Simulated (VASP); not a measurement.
# MgO (Fm-3m) in VASP: further runs

The runs below take MgO through single point, with PBE.

Program: VASP 6.6.1. These are calculated values, not measurements. Logs are shortened: lines on timing, memory, paths and dates and some standing lists are left out, and cuts for length are marked.

**1. The cell of the first run**

Symmetry: Fm-3m, No. 225, cubic system. Conventional cell: a = 4.216 Å, b = 4.216 Å, c = 4.216 Å, α = 90.00°, β = 90.00°, γ = 90.00°. Within 2.8 Å of Mg (site symmetry m-3m) lie 6 O at 2.11 Å. Within 2.8 Å of O (site symmetry m-3m) lie 6 Mg at 2.11 Å.

**2. Single point, PBE**

Input file INCAR:

```
PREC = Accurate
ENCUT = 600
EDIFF = 1E-6
ISMEAR = 0
SIGMA = 0.1
LREAL = F
LASPH = T
NELM = 120
ALGO = Normal
ISIF = 2
LWAVE = F
LCHARG = F
GGA = PE
NBANDS = 11
GGA_COMPAT = F
```

Input file KPOINTS:

```
regular mesh
0
Gamma
  9 9 9
```

Input file POSCAR:

```
MgO
1.0
    0.0000000000      2.1080000000      2.1080000000
    2.1080000000      0.0000000000      2.1080000000
    2.1080000000      2.1080000000      0.0000000000
Mg O
1 1
Direct
    0.0000000000      0.0000000000      0.0000000000
    0.5000000000      0.5000000000      0.5000000000
```

Potentials or basis: VASP PAW PBE potentials, release 64 (Mg, O).

On the command line:

```bash
> cat potpaw_PBE.64/Mg/POTCAR potpaw_PBE.64/O/POTCAR > POTCAR
> mpirun -np 1 vasp_std > vasp.out
```

OUTCAR:

```text
PREC = Accurate
   ENCUT = 600
   EDIFF = 1E-6
   ISMEAR = 0
   LREAL = F
   LASPH = T
   NELM = 120
   ISIF = 2
   GGA = PE

 ion  position               nearest neighbor table
   1  0.000  0.000  0.000-   2 2.11   2 2.11   2 2.11   2 2.11   2 2.11   2 2.11
   2  0.500  0.500  0.500-   1 2.11   1 2.11   1 2.11   1 2.11   1 2.11   1 2.11

  LATTYP: Found a face centered cubic cell.
 ALAT       =     4.2160000000

  Lattice vectors:

 A1 = (   0.0000000000,   2.1080000000,   2.1080000000)
 A2 = (   2.1080000000,   0.0000000000,   2.1080000000)
 A3 = (   2.1080000000,   2.1080000000,   0.0000000000)

Analysis of symmetry for initial positions (statically):
=====================================================================
 Subroutine PRICEL returns:
 Original cell was already a primitive cell.

 Routine SETGRP: Setting up the symmetry group for a
 face centered cubic supercell.

 Subroutine GETGRP returns: Found 48 space group operations
 (whereof 48 operations were pure point group operations)
 out of a pool of 48 trial point group operations.

The static configuration has the point symmetry O_h .

Analysis of symmetry for dynamics (positions and initial velocities):
=====================================================================
 Subroutine PRICEL returns:
 Original cell was already a primitive cell.

 Routine SETGRP: Setting up the symmetry group for a
 face centered cubic supercell.

 Subroutine GETGRP returns: Found 48 space group operations
 (whereof 48 operations were pure point group operations)
 out of a pool of 48 trial point group operations.

The dynamic configuration has the point symmetry O_h .

 Subroutine INISYM returns: Found 48 space group operations
 (whereof 48 operations are pure point group operations),
 and found     1 'primitive' translations

----------------------------------------------------------------------------------------

                                     Primitive cell

  volume of cell :      18.7345

  direct lattice vectors                    reciprocal lattice vectors
     0.000000000  2.108000000  2.108000000    -0.237191651  0.237191651  0.237191651
     2.108000000  0.000000000  2.108000000     0.237191651 -0.237191651  0.237191651
     2.108000000  2.108000000  0.000000000     0.237191651  0.237191651 -0.237191651

  length of vectors
     2.981162189  2.981162189  2.981162189     0.410827990  0.410827990  0.410827990

  position of ions in fractional coordinates (direct lattice)
     0.000000000  0.000000000  0.000000000
     0.500000000  0.500000000  0.500000000

  ion indices of the primitive-cell ions
   primitive index   ion index
                 1           1
                 2           2

----------------------------------------------------------------------------------------

 KPOINTS: regular mesh

Automatic generation of k-mesh.
 Grid dimensions read from file:
 generate k-points for:    9    9    9

 Generating k-lattice:

  Cartesian coordinates                     Fractional coordinates (reciprocal lattice)
    -0.026354628  0.026354628  0.026354628     0.111111111  0.000000000  0.000000000
     0.026354628 -0.026354628  0.026354628     0.000000000  0.111111111  0.000000000
     0.026354628  0.026354628 -0.026354628     0.000000000  0.000000000  0.111111111

  Length of vectors
     0.045647554  0.045647554  0.045647554

  Shift w.r.t. Gamma in fractional coordinates (k-lattice)
     0.000000000  0.000000000  0.000000000

 Subroutine IBZKPT returns following result:
 ===========================================

 Found     35 irreducible k-points:

 Following reciprocal coordinates:
            Coordinates               Weight
  0.000000  0.000000  0.000000      1.000000
  0.111111  0.000000  0.000000      8.000000
  0.222222  0.000000  0.000000      8.000000
  0.333333  0.000000  0.000000      8.000000
  0.444444  0.000000  0.000000      8.000000
  0.111111  0.111111  0.000000      6.000000
[... 16 lines left out ...]
 -0.333333  0.333333  0.000000     12.000000
  0.444444  0.444444  0.000000      6.000000
 [... further k-points ...]
   k-points           NKPTS =     35   k-points in BZ     NKDIM =     35   number of bands    NBANDS=     11
   number of dos      NEDOS =    301   number of ions     NIONS =      2
   total plane-waves  NPLWV =  13824
   dimension x,y,z NGX =    24 NGY =   24 NGZ =   24
   dimension x,y,z NGXF=    48 NGYF=   48 NGZF=   48
   ions per type =               1   1
   NGX,Y,Z   is equivalent  to a cutoff of  13.38, 13.38, 13.38 a.u.
   NGXF,Y,Z  is equivalent  to a cutoff of  26.77, 26.77, 26.77 a.u.
 SYSTEM =  unknown system
   PREC   = accura    normal or accurate (medium, high low for compatibility)
   ISTART =      0    job   : 0-new  1-cont  2-samecut
   ICHARG =      2    charge: 1-file 2-atom 10-const
   ISPIN  =      1    spin polarized calculation?
   LNONCOLLINEAR =      F non collinear calculations
   LSORBIT =      F    spin-orbit coupling
   LASPH  =      T    aspherical Exc in radial PAW
   ENCUT  =  600.0 eV  44.10 Ry    6.64 a.u.   5.95  5.95  5.95*2*pi/ulx,y,z
   NELM   =    120;   NELMIN=  2; NELMDL= -5     # of ELM steps
   EDIFF  = 0.1E-05   stopping-criterion for ELM
   LREAL  =      F    real-space projection
   EDIFFG = 0.1E-04   stopping-criterion for IOM
   NSW    =      0    number of steps for IOM
   IBRION =     -1    ionic relax: 0-MD 1-quasi-New 2-CG
   NFREE  =      0    steps in history (QN), initial steepest desc. (CG)
   ISIF   =      2    stress and relaxation
   ISYM   =      2    0-nonsym 1-usesym 2-fastsym
   POTIM  = 0.5000    time-step for ionic-motion
   TEBEG  =    0.0;   TEEND  =   0.0 temperature during run
   PSTRESS=    0.0 pullay stress
   NELECT =       8.0000    total number of electrons
   NUPDOWN=      -1.0000    fix difference up-down
   EMIN   =  10.00;   EMAX   =-10.00  energy-range for DOS
   EFERMI =   0.00;   METHOD = LEGACY
   ISMEAR =     0;   SIGMA  =   0.10  broadening in eV -4-tet -1-fermi 0-gaus
   EFERMI_NEDOS =   21; number of points for ismear=-14 and -15
   IALGO  =     38    algorithm
   IMIX   =      4    mixing-type and parameters
     AMIX     =   0.40;   BMIX     =  1.00
     AMIX_MAG =   1.60;   BMIX_MAG =  1.00
  volume/ion in A,a.u.               =       9.37        63.21
  Fermi-wavevector in a.u.,A,eV,Ry     =   1.232795  2.329645 20.677912  1.519784
  Thomas-Fermi vector in A             =   2.367551
   LORBIT       =      0    0 simple, 1 ext, 2 COOP (PROOUT), +10 PAW based schemes
   GGA     = PE    functional components
   LHFCALC =     F    Hartree Fock is set to
   AEXX    =    0.0000 exact exchange contribution
   IVDW    =     0    specifies the selected vdW correction
   LEPSILON=     F    determine dielectric tensor
   LRPA    =     F    only Hartree local field effects (RPA)
 non-spin polarized calculation
 Gauss-broadening in eV      SIGMA  =   0.10
  energy-cutoff  :      600.00
  volume of cell :       18.73
 maximum number of plane-waves:       637
   NGX = 11   NGY = 11   NGZ = 11

 number of electron       8.0000005 magnetization

 Free energy of the ion-electron system (eV)
  ---------------------------------------------------
  ext. energy  EPLUGINS =         0.00000000
  ---------------------------------------------------
  free energy    TOTEN  =       -11.91020926 eV

  energy without entropy =      -11.91020926  energy(sigma->0) =      -11.91020926

 E-fermi :   3.6130     XC(G=0): -11.0650

 val. band max:        3.1639927412   @ k =   0.0000   0.0000   0.0000
 cond. band min:       7.8644579420   @ k =   0.0000   0.0000   0.0000
 fundamental gap:      4.7004652008
 Fermi energy:         3.6130441892

 k-point     1 :       0.0000    0.0000    0.0000
  band No.  band energies     occupation
      1     -14.0842      2.00000
      2       3.1640      2.00000
      3       3.1640      2.00000
      4       3.1640      2.00000
      5       7.8645      0.00000
      6      18.9504      0.00000
      7      18.9504      0.00000
      8      18.9504      0.00000
      9      22.8584      0.00000
     10      24.6307      0.00000
     11      24.6307      0.00000

 k-point     2 :       0.1111    0.0000    0.0000
  band No.  band energies     occupation
      1     -13.9551      2.00000
      2       2.3826      2.00000
      3       3.0818      2.00000
      4       3.0818      2.00000
      5       8.6172      0.00000
      6      17.5083      0.00000
      7      19.2400      0.00000
      8      19.2400      0.00000
      9      23.7889      0.00000
     10      23.7889      0.00000
     11      24.7489      0.00000

 k-point     3 :       0.2222    0.0000    0.0000
  band No.  band energies     occupation
      1     -13.6082      2.00000
      2       0.8873      2.00000
      3       2.8816      2.00000
      4       2.8816      2.00000
      5       9.9420      0.00000
      6      15.9521      0.00000
      7      19.7435      0.00000
      8      19.7435      0.00000
      9      23.1920      0.00000
     10      23.1920      0.00000
     11      25.2820      0.00000

 k-point     4 :       0.3333    0.0000    0.0000
  band No.  band energies     occupation
      1     -13.1709      2.00000
      2      -0.4963      2.00000
      3       2.6666      2.00000
      4       2.6666      2.00000
      5      10.8099      0.00000
      6      15.4617      0.00000
      7      19.7162      0.00000
      8      19.7162      0.00000
      9      24.0363      0.00000
     10      24.0363      0.00000
     11      24.5534      0.00000

 k-point     5 :       0.4444    0.0000    0.0000
  band No.  band energies     occupation
      1     -12.8538      2.00000
      2      -1.3278      2.00000
      3       2.5323      2.00000
      4       2.5323      2.00000
      5      11.0326      0.00000
      6      15.6790      0.00000
      7      19.4848      0.00000
      8      19.4848      0.00000
      9      24.0765      0.00000
     10      25.3805      0.00000
     11      25.3805      0.00000
[... 211 lines left out ...]
 k-point    21 :       0.4444    0.3333    0.0000
  band No.  band energies     occupation
      1     -12.7147      2.00000
      2      -0.5857      2.00000
      3       1.6680      2.00000
      4       1.9891      2.00000
      5      12.8551      0.00000
      6      13.3429      0.00000
      7      16.3421      0.00000
      8      21.5229      0.00000
      9      21.6548      0.00000
     10      28.7266      0.00000
     11      29.6427      0.00000

 k-point    22 :      -0.4444    0.3333    0.0000
  band No.  band energies     occupation
      1     -12.5652      2.00000
      2      -0.5016      2.00000
      3       0.8247      2.00000
      4       2.0105      2.00000
      5      13.1059      0.00000
      6      14.5708      0.00000
      7      15.8593      0.00000
      8      21.2766      0.00000
      9      21.4900      0.00000
     10      28.6892      0.00000
     11      30.1465      0.00000

 k-point    23 :      -0.3333    0.3333    0.0000
  band No.  band energies     occupation
      1     -12.5795      2.00000
      2      -0.0488      2.00000
      3       0.1092      2.00000
      4       2.1689      2.00000
      5      13.4510      0.00000
      6      15.3507      0.00000
      7      15.6385      0.00000
      8      20.8972      0.00000
      9      21.9516      0.00000
     10      26.3372      0.00000
     11      30.6514      0.00000

 k-point    24 :       0.4444    0.4444    0.0000
  band No.  band energies     occupation
      1     -12.5992      2.00000
      2      -0.8375      2.00000
      3       1.8539      2.00000
      4       1.8539      2.00000
      5      12.3843      0.00000
      6      13.0839      0.00000
      7      16.2462      0.00000
      8      22.0032      0.00000
      9      22.0032      0.00000
     10      28.6491      0.00000
     11      29.6230      0.00000

 [... further k-points ...]
[... 5 lines left out ...]
  --------------------------------------------------------------------------------------
  -------------------------------------------------------------------------------------
  Total        0.3774592      0.3774592      0.3774592     -0.0000000      0.0000000      0.0000000
  in kB       32.2803931     32.2803931     32.2803931     -0.0000000      0.0000000      0.0000000
  external PRESSURE =      32.2803931 kB  Pullay stress =       0.0000000 kB

 VOLUME and BASIS-vectors are now :
 -----------------------------------------------------------------------------
  energy-cutoff  :      600.00
  volume of cell :       18.73
      direct lattice vectors                 reciprocal lattice vectors
     0.000000000  2.108000000  2.108000000    -0.237191651  0.237191651  0.237191651
     2.108000000  0.000000000  2.108000000     0.237191651 -0.237191651  0.237191651
     2.108000000  2.108000000  0.000000000     0.237191651  0.237191651 -0.237191651

 POSITION                                       TOTAL-FORCE (eV/Angst)
 -----------------------------------------------------------------------------------
      0.00000      0.00000      0.00000         0.000000      0.000000     -0.000000
      2.10800      2.10800      2.10800         0.000000     -0.000000      0.000000
 -----------------------------------------------------------------------------------
    total drift:                               -0.000000     -0.000000      0.000000

  FREE ENERGIE OF THE ION-ELECTRON SYSTEM (eV)
  ---------------------------------------------------
  free  energy   TOTEN  =       -11.9102092569 eV

  energy  without entropy=      -11.9102092569  energy(sigma->0) =      -11.91020926
```

It took 6.8 s on 1 thread of AMD EPYC 7R43 (Zen 3), shared host; peak memory 0.11 GiB.

What came out:

- Free energy: -11.9102 eV
- Pressure: 3.2 GPa
- Band gap on the k mesh: 4.70 eV, direct

Levels at points of the mesh, in eV from the valence-band top:
| k point | band 1 | band 2 | band 3 | band 4 | band 5 | band 6 | band 7 | band 8 | band 9 |
| --- | --- | --- | --- | --- | --- | --- | --- | --- | --- |
| (0.00, 0.00, 0.00) | -17.25 | 0.00 | 0.00 | 0.00 | 4.70 | 15.79 | 15.79 | 15.79 | 19.69 |

**3. Single point, PBE**

Input file INCAR:

```
SYSTEM = MgO
PREC = Accurate ; ENCUT = 600
EDIFF = 1E-6 ; ISMEAR = 0
SIGMA = 0.1 ; LREAL = .False.
LASPH = .True. ; NELM = 120
ALGO = Normal ; ISIF = 2
LWAVE = .False. ; LCHARG = .True.
GGA = PE ; LELF = .True.
LVHAR = .True. ; NBANDS = 11
GGA_COMPAT = .False.
```

Input file KPOINTS:

```
regular mesh
0
Gamma
  9 9 9
  0 0 0
```

POSCAR is that of step 2.

Potentials or basis: VASP PAW PBE potentials, release 64 (Mg, O).

On the command line:

```bash
> cat potpaw_PBE.64/Mg/POTCAR potpaw_PBE.64/O/POTCAR > POTCAR
> mpirun -np 1 vasp_std > vasp.out
```

Run time: 7.2 s. Hardware: 1 thread of AMD EPYC 7R43 (Zen 3), shared host; peak memory 0.11 GiB.

The run converged. Its results:

```
Free energy            : -11.9102 eV
Pressure               : 3.2 GPa
Band gap on the k mesh : 4.70 eV, direct
```

Levels at points of the mesh, in eV from the valence-band top:
```tsv
k point	band 1	band 2	band 3	band 4	band 5	band 6	band 7	band 8
(0.00, 0.00, 0.00)	-17.25	0.00	0.00	0.00	4.70	15.79	15.79	15.79
```

**4. Single point, PBE**

Input file INCAR:

```
  PREC = Accurate
  ENCUT = 600
  EDIFF = 1E-6
  ISMEAR = 0
  SIGMA = 0.01
  LREAL = F
  LASPH = T
  NELM = 120
  ALGO = Normal
  ISIF = 2
  LWAVE = F
  LCHARG = F
  GGA = PE
  NBANDS = 11
  GGA_COMPAT = F
```

Input file KPOINTS:

```
regular mesh
0
Gamma
  9 9 9
```

POSCAR is that of step 3.

On the command line:

```bash
> cat potpaw_PBE.64/Mg/POTCAR potpaw_PBE.64/O/POTCAR > POTCAR
> mpirun -np 1 vasp_std > vasp.out
```

It took 6.9 s on 1 thread of AMD EPYC 7R43 (Zen 3), shared host; peak memory 0.11 GiB.

The run converged. Its results:

```
Free energy            : -11.9102 eV
Pressure               : 3.2 GPa
Band gap on the k mesh : 4.70 eV, direct
```

Levels at points of the mesh, in eV from the valence-band top:
```tsv
k point	band 1	band 2	band 3	band 4	band 5	band 6	band 7	band 8
(0.00, 0.00, 0.00)	-17.25	0.00	0.00	0.00	4.70	15.79	15.79	15.79
```
